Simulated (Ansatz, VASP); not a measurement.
## Two plane-wave programs on C

```
C
1.0
     2.66218    0.00000    0.00000
    -1.33109    2.30551    0.00000
     0.00000    0.00000    7.27751
C
4
Direct
  0.00000 0.00000 0.00250
  0.00000 0.00000 0.50250
  0.33333 0.66667 0.00250
  0.66667 0.33333 0.50250
```

Change from the starting cell: strain +0.080 along x and y, +0.080 along z, atoms carried along.

Alike in both runs: task single point; functional PBE; dispersion D3(BJ); k mesh 24 × 24 × 8; occupations gaussian, width 0.15 eV; no spin polarisation.

```csv
,VASP,Ansatz
version,VASP 6.6.1,Ansatz 0.2.0
potentials or method,"VASP PAW PBE potentials, release 64 (C), cutoff 520 eV","scalar-relativistic, plane waves, PAW"
valence electrons in the cell,16,16
```

VASP gave:

- gap on the k mesh at the Fermi level (eV): none
- pressure (GPa): -42.5
- traceless stress, the component that is largest in VASP (GPa): 41.58

Problem. Which values does Ansatz return?

Solution. gap on the k mesh at the Fermi level (eV): none; pressure (GPa): -42.7; traceless stress, the component that is largest in VASP (GPa): 41.83.

A gap of «none» marks a metal or a gap that the smearing closes. Both programs put the cell under strong tension, so it lies far from rest at this level.

Noted on VASP's run: the cell as given lies far from equilibrium.
